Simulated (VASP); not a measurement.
# Zr3Cd2 (P4/mmm) in VASP: further runs, part 3 of 3

VASP 6.6.1. The steps go on from the part before.

### 5 Single point, PBEsol (biaxial strain in the a-b plane: -3.0 %, then relaxed in part)

File INCAR:

```
PREC = Accurate
ENCUT = 520
EDIFF = 1E-6
ISMEAR = 0
SIGMA = 0.1
LREAL = False
LASPH = True
NELM = 100
ALGO = Fast
ISIF = 2
LWAVE = False
LCHARG = False
GGA = PS
NBANDS = 38
```

File KPOINTS:

```
regular mesh
0
Gamma
  8 8 8
```

File POSCAR:

```
Zr3Cd2
1.0
    5.3366855086      0.0000000000      0.0000000000
    0.0000000000      5.3366855086      0.0000000000
    0.0000000000      0.0000000000      5.1015696561
Zr Cd
3 2
Direct
    0.0000000000      0.5000000000      0.0000000000
    0.5000000000      0.0000000000      0.0000000000
    0.0000000000      0.0000000000      0.0000000000
    0.5000000000      0.5000000000      0.5000000000
    0.5000000000      0.5000000000      0.0000000000
```

Potentials or basis: VASP PAW PBE potentials, release 64 (Zr_sv, Cd).

Started as:

```console
> cat potpaw_PBE.64/Zr_sv/POTCAR potpaw_PBE.64/Cd/POTCAR > POTCAR
> mpirun -np 1 vasp_std > vasp.out
```

OUTCAR:

```text
PREC = Accurate
   ENCUT = 520
   EDIFF = 1E-6
   ISMEAR = 0
   LREAL = False
   LASPH = True
   NELM = 100
   ISIF = 2
   GGA = PS

 ion  position               nearest neighbor table
   1  0.000  0.500  0.000-   3 2.67   5 2.67   3 2.67   5 2.67   4 3.69   4 3.69   4 3.69   4 3.69
                             2 3.77   2 3.77   2 3.77   2 3.77
   2  0.500  0.000  0.000-   3 2.67   5 2.67   5 2.67   3 2.67   4 3.69   4 3.69   4 3.69   4 3.69
                             1 3.77   1 3.77   1 3.77   1 3.77
   3  0.000  0.000  0.000-   1 2.67   2 2.67   1 2.67   2 2.67   5 3.77   5 3.77   5 3.77   5 3.77

   4  0.500  0.500  0.500-   5 2.55   5 2.55   1 3.69   1 3.69   2 3.69   2 3.69   2 3.69   2 3.69
                             1 3.69   1 3.69
   5  0.500  0.500  0.000-   4 2.55   4 2.55   1 2.67   2 2.67   2 2.67   1 2.67   3 3.77   3 3.77
                             3 3.77   3 3.77

  LATTYP: Found a simple tetragonal cell.
 ALAT       =     5.3366855086
 C/A-ratio  =     0.9559434686

  Lattice vectors:

 A1 = (   5.3366855086,   0.0000000000,   0.0000000000)
 A2 = (   0.0000000000,   5.3366855086,   0.0000000000)
 A3 = (   0.0000000000,   0.0000000000,   5.1015696561)

Analysis of symmetry for initial positions (statically):
=====================================================================
 Subroutine PRICEL returns:
 Original cell was already a primitive cell.

 Routine SETGRP: Setting up the symmetry group for a
 simple tetragonal supercell.

 Subroutine GETGRP returns: Found 16 space group operations
 (whereof 16 operations were pure point group operations)
 out of a pool of 16 trial point group operations.

The static configuration has the point symmetry D_4h.

Analysis of symmetry for dynamics (positions and initial velocities):
=====================================================================
 Subroutine PRICEL returns:
 Original cell was already a primitive cell.

 Routine SETGRP: Setting up the symmetry group for a
 simple tetragonal supercell.

 Subroutine GETGRP returns: Found 16 space group operations
 (whereof 16 operations were pure point group operations)
 out of a pool of 16 trial point group operations.

The dynamic configuration has the point symmetry D_4h.

 Subroutine INISYM returns: Found 16 space group operations
 (whereof 16 operations are pure point group operations),
 and found     1 'primitive' translations

----------------------------------------------------------------------------------------

                                     Primitive cell

  volume of cell :     145.2938

  direct lattice vectors                    reciprocal lattice vectors
     5.336685509  0.000000000  0.000000000     0.187382224  0.000000000  0.000000000
     0.000000000  5.336685509  0.000000000     0.000000000  0.187382224  0.000000000
     0.000000000  0.000000000  5.101569656     0.000000000  0.000000000  0.196018102

  length of vectors
     5.336685509  5.336685509  5.101569656     0.187382224  0.187382224  0.196018102

  position of ions in fractional coordinates (direct lattice)
     0.000000000  0.500000000  0.000000000
     0.500000000  0.000000000  0.000000000
     0.000000000  0.000000000  0.000000000
     0.500000000  0.500000000  0.500000000
     0.500000000  0.500000000  0.000000000

  ion indices of the primitive-cell ions
   primitive index   ion index
                 1           1
                 2           2
[... 27 lines left out ...]

 Found     75 irreducible k-points:

 Following reciprocal coordinates:
            Coordinates               Weight
  0.000000  0.000000  0.000000      1.000000
  0.125000  0.000000  0.000000      4.000000
  0.250000  0.000000  0.000000      4.000000
  0.375000  0.000000  0.000000      4.000000
  0.500000  0.000000  0.000000      2.000000
  0.125000  0.125000  0.000000      4.000000
[... 16 lines left out ...]
  0.375000  0.125000  0.125000     16.000000
  0.500000  0.125000  0.125000      8.000000
 [... further k-points ...]
   k-points           NKPTS =     75   k-points in BZ     NKDIM =     75   number of bands    NBANDS=     38
   number of dos      NEDOS =    301   number of ions     NIONS =      5
   total plane-waves  NPLWV =  64000
   dimension x,y,z NGX =    40 NGY =   40 NGZ =   40
   dimension x,y,z NGXF=    80 NGYF=   80 NGZF=   80
   ions per type =               3   2
   NGX,Y,Z   is equivalent  to a cutoff of  12.46, 12.46, 13.03 a.u.
   NGXF,Y,Z  is equivalent  to a cutoff of  24.92, 24.92, 26.07 a.u.
 SYSTEM =  unknown system
   PREC   = accura    normal or accurate (medium, high low for compatibility)
   ISTART =      0    job   : 0-new  1-cont  2-samecut
   ICHARG =      2    charge: 1-file 2-atom 10-const
   ISPIN  =      1    spin polarized calculation?
   LNONCOLLINEAR =      F non collinear calculations
   LSORBIT =      F    spin-orbit coupling
   LASPH  =      T    aspherical Exc in radial PAW
   ENCUT  =  520.0 eV  38.22 Ry    6.18 a.u.   9.92  9.92  9.49*2*pi/ulx,y,z
   NELM   =    100;   NELMIN=  2; NELMDL= -5     # of ELM steps
   EDIFF  = 0.1E-05   stopping-criterion for ELM
   LREAL  =      F    real-space projection
   EDIFFG = 0.1E-04   stopping-criterion for IOM
   NSW    =      0    number of steps for IOM
   IBRION =     -1    ionic relax: 0-MD 1-quasi-New 2-CG
   NFREE  =      0    steps in history (QN), initial steepest desc. (CG)
   ISIF   =      2    stress and relaxation
   ISYM   =      2    0-nonsym 1-usesym 2-fastsym
   POTIM  = 0.5000    time-step for ionic-motion
   TEBEG  =    0.0;   TEEND  =   0.0 temperature during run
   PSTRESS=    0.0 pullay stress
   NELECT =      60.0000    total number of electrons
   NUPDOWN=      -1.0000    fix difference up-down
   EMIN   =  10.00;   EMAX   =-10.00  energy-range for DOS
   EFERMI =   0.00;   METHOD = LEGACY
   ISMEAR =     0;   SIGMA  =   0.10  broadening in eV -4-tet -1-fermi 0-gaus
   EFERMI_NEDOS =   21; number of points for ismear=-14 and -15
   IALGO  =     68    algorithm
   IMIX   =      4    mixing-type and parameters
     AMIX     =   0.40;   BMIX     =  1.00
     AMIX_MAG =   1.60;   BMIX_MAG =  1.00
  volume/ion in A,a.u.               =      29.06       196.10
  Fermi-wavevector in a.u.,A,eV,Ry     =   1.219110  2.303784 20.221376  1.486229
  Thomas-Fermi vector in A             =   2.354373
   LORBIT       =      0    0 simple, 1 ext, 2 COOP (PROOUT), +10 PAW based schemes
   GGA     = PS    functional components
   LHFCALC =     F    Hartree Fock is set to
   AEXX    =    0.0000 exact exchange contribution
   IVDW    =     0    specifies the selected vdW correction
   LEPSILON=     F    determine dielectric tensor
   LRPA    =     F    only Hartree local field effects (RPA)
 non-spin polarized calculation
 RMM-DIIS sequential band-by-band and
 Gauss-broadening in eV      SIGMA  =   0.10
  energy-cutoff  :      520.00
  volume of cell :      145.29
 maximum number of plane-waves:      3938
 NGX is ok and might be reduce to    40
   NGX = 19   NGY = 19   NGZ = 19

 number of electron      60.0000003 magnetization

 Free energy of the ion-electron system (eV)
  ---------------------------------------------------
  ext. energy  EPLUGINS =         0.00000000
  ---------------------------------------------------
  free energy    TOTEN  =       -23.45241083 eV

  energy without entropy =      -23.42551158  energy(sigma->0) =      -23.43896120

 E-fermi :   4.1923     XC(G=0):  -9.6594

 val. band max:        4.1917868361   @ k =   0.1250   0.0000   0.0000
 cond. band min:       4.1981524066   @ k =   0.3750   0.3750   0.2500
 fundamental gap:      0.0063655705
 Fermi energy:         4.1922620591

 k-point     1 :       0.0000    0.0000    0.0000
  band No.  band energies     occupation
      1     -44.8532      2.00000
      2     -44.7570      2.00000
      3     -44.1075      2.00000
      4     -23.7111      2.00000
      5     -23.7111      2.00000
      6     -22.9798      2.00000
[... 973 lines left out ...]
     37       6.0101      0.00000
     38       6.2200      0.00000

 [... further k-points ...]
[... 5 lines left out ...]
  --------------------------------------------------------------------------------------
  -------------------------------------------------------------------------------------
  Total        5.5205675      5.5205675      0.3673548      0.0000000      0.0000000      0.0000000
  in kB       60.8761618     60.8761618      4.0508787      0.0000000      0.0000000      0.0000000
  external PRESSURE =      41.9344008 kB  Pullay stress =       0.0000000 kB

 VOLUME and BASIS-vectors are now :
 -----------------------------------------------------------------------------
  energy-cutoff  :      520.00
  volume of cell :      145.29
      direct lattice vectors                 reciprocal lattice vectors
     5.336685509  0.000000000  0.000000000     0.187382224  0.000000000  0.000000000
     0.000000000  5.336685509  0.000000000     0.000000000  0.187382224  0.000000000
     0.000000000  0.000000000  5.101569656     0.000000000  0.000000000  0.196018102

 POSITION                                       TOTAL-FORCE (eV/Angst)
 -----------------------------------------------------------------------------------
      0.00000      2.66834      0.00000         0.000000      0.000000      0.000000
      2.66834      0.00000      0.00000         0.000000      0.000000      0.000000
      0.00000      0.00000      0.00000         0.000000      0.000000      0.000000
      2.66834      2.66834      2.55078         0.000000      0.000000      0.000000
      2.66834      2.66834      0.00000         0.000000      0.000000      0.000000
 -----------------------------------------------------------------------------------
    total drift:                               -0.000000      0.000000     -0.000000

  FREE ENERGIE OF THE ION-ELECTRON SYSTEM (eV)
  ---------------------------------------------------
  free  energy   TOTEN  =       -23.4524108300 eV

  energy  without entropy=      -23.4255115778  energy(sigma->0) =      -23.43896120
```

OSZICAR:

```text
N       E                     dE             d eps       ncg     rms          rms(c)
DAV:   1     0.606268704742E+03    0.60627E+03   -0.31326E+04  5700   0.153E+03
DAV:   2     0.185798121832E+02   -0.58769E+03   -0.57349E+03  6186   0.442E+02
DAV:   3    -0.228536825378E+02   -0.41433E+02   -0.40316E+02  9192   0.987E+01
[... 14 lines left out ...]
RMM:  18    -0.234524046416E+02   -0.48696E-05   -0.48134E-05  7144   0.144E-02    0.158E-03
RMM:  19    -0.234524073860E+02   -0.27445E-05   -0.28034E-05  6731   0.115E-02    0.666E-04
RMM:  20    -0.234524091292E+02   -0.17432E-05   -0.18799E-05  6116   0.929E-03    0.466E-04
RMM:  21    -0.234524101639E+02   -0.10347E-05   -0.11791E-05  5413   0.761E-03    0.116E-03
RMM:  22    -0.234524108300E+02   -0.66609E-06   -0.82959E-06  5295   0.669E-03
   1 F= -.23452411E+02 E0= -.23438961E+02  d E =-.268993E-01
```

Wall time 4.8 min (1 thread of Intel Xeon 6975P-C (Granite Rapids), shared host); peak memory 0.48 GiB.

Results:

* Free energy: -23.4524 eV
* Pressure: 4.2 GPa
* Band gap on the k mesh: zero (bands 30 and 31 overlap by 1.27 eV)

Caveat: the cell differs from its parent crystal (biaxial strain in the a-b plane: -3.0 %, then relaxed in part); the cell stands under pressure; the PAW data sets were made with another functional, which shifts forces and pressure a little.

### 6 The runs side by side

| cell | further INCAR settings | gap on the mesh (eV) | pressure (GPa) |
| --- | --- | --- | --- |
| a = 5.584, b = 5.238 Å, 5 atoms, atomic positions A | ALGO = Fast; EDIFF = 1e-06; NBANDS = 38 | none | -2.2 |
| a = 5.254, b = 5.254, c = 5.112 Å, 5 atoms, atomic positions B | ALGO = Fast; EDIFF = 1e-07; NBANDS = 38 | none | 6.6 |
| a = 5.254, b = 5.254, c = 5.228 Å, 5 atoms, atomic positions B | ALGO = Fast; EDIFF = 1e-07; NBANDS = 38 | none | 5.6 |
| a = 5.337, b = 5.337, c = 5.102 Å, 5 atoms, atomic positions B | ALGO = Fast; EDIFF = 1e-06; NBANDS = 38 | none | 4.2 |

Alike in all rows: task single point; level PBEsol; potentials or basis VASP PAW PBE potentials, release 64 (Zr_sv, Cd); no spin polarisation; k mesh 8 × 8 × 8; cutoff (eV) 520; smearing gaussian 0.1 eV.

Caveats: the PAW data sets were made with another functional, which shifts forces and pressure a little; the cell stands under pressure (at least some runs).

Total energies depend on the potentials used, so only differences within one code and one set of settings carry meaning.
